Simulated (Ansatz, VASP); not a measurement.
**AlN: VASP beside Ansatz**

Contents of INCAR:

```
SYSTEM = AlN
PREC     = Accurate       ! precision mode
ENCUT    = 520            ! plane-wave cutoff, eV
EDIFF    = 1E-7           ! SCF threshold, eV
ISMEAR   = 0              ! smearing method
SIGMA    = 0.01           ! smearing width, eV
LREAL    = .FALSE.        ! projectors in reciprocal space
LASPH    = .TRUE.         ! aspherical terms in the spheres
NELM     = 80             ! most SCF steps
ALGO     = Normal         ! electronic algorithm
ISIF     = 2              ! what is computed and relaxed
LWAVE    = .FALSE.        ! write WAVECAR
LCHARG   = .TRUE.         ! write CHGCAR
GGA      = PS             ! functional
LELF     = .TRUE.         ! ELF
LVHAR    = .TRUE.       
NBANDS   = 16             ! bands
```

The input KPOINTS:

```
Automatic mesh
0
G
  12 12 8
  0 0 0
```

Contents of POSCAR:

```
AlN
1.0
    3.1135697640      0.0000000000      0.0000000000
   -1.5567848820      2.6964305121      0.0000000000
    0.0000000000      0.0000000000      4.9831404555
Al N
2 2
Direct
    0.3333333333      0.6666666667     -0.0442513678
    0.6666666667      0.3333333333      0.4557486322
    0.3333333333      0.6666666667      0.4262513678
    0.6666666667      0.3333333333      0.9262513678
```

Input for Ansatz:

```yaml
crystal:
  lattice:
    - [3.113569764, 0.0, 0.0]
    - [-1.556784882, 2.6964305121, 0.0]
    - [0.0, 0.0, 4.9831404555]
  atoms:
    - { symbol: Al, position: [0.3333333333, 0.6666666667, -0.0442513678] }
    - { symbol: Al, position: [0.6666666667, 0.3333333333, 0.4557486322] }
    - { symbol: "N", position: [0.3333333333, 0.6666666667, 0.4262513678] }
    - { symbol: "N", position: [0.6666666667, 0.3333333333, 0.9262513678] }
basis:
  ecutwfc: 420
  xc_grid: 2
kpoints:
  mp_grid: { grid: [12, 12, 8] }
hamiltonian:
  xc: pbesol
  pseudopotentials: { kind: paw, azcp: { folder: soft_1 } }
scf:
  occupations: { method: fixed }
output:
  forces: true
  stress: true
  eigenvalues: true
  polarization: {}
```

Change from the starting cell: polar distortion scaled by 0.25.

Alike in both runs: task single point; functional PBEsol; k mesh 12 × 12 × 8; no spin polarisation.

```csv
,VASP,Ansatz
version,VASP 6.6.1,Ansatz 0.2.0
potentials or method,"VASP PAW PBE potentials, release 64 (Al, N), cutoff 520 eV","scalar-relativistic, plane waves, PAW"
occupations,"gaussian, width 0.01 eV",fixed
valence electrons in the cell,16,16
```

|  | VASP | Ansatz | Ansatz less VASP |
| --- | --- | --- | --- |
| gap on the k mesh at the Fermi level (eV) | 2.80 | 2.79 | -0.015 |
| least direct gap on the mesh (eV) | 2.80 | 2.79 | -0.015 |
| pressure (GPa) | 7.5 | 7.3 | -0.13 |
| traceless stress, the component that is largest in VASP (GPa) | -19.75 | -19.49 | +0.261 |
| rms of the force components (eV/Å) | 0.479 | 0.476 | -0.0031 |

VASP's potentials were made for PBE, not for PBEsol, and Ansatz warns of the same on its side. Atom by atom the forces differ by 0.003 eV/Å (rms over components).
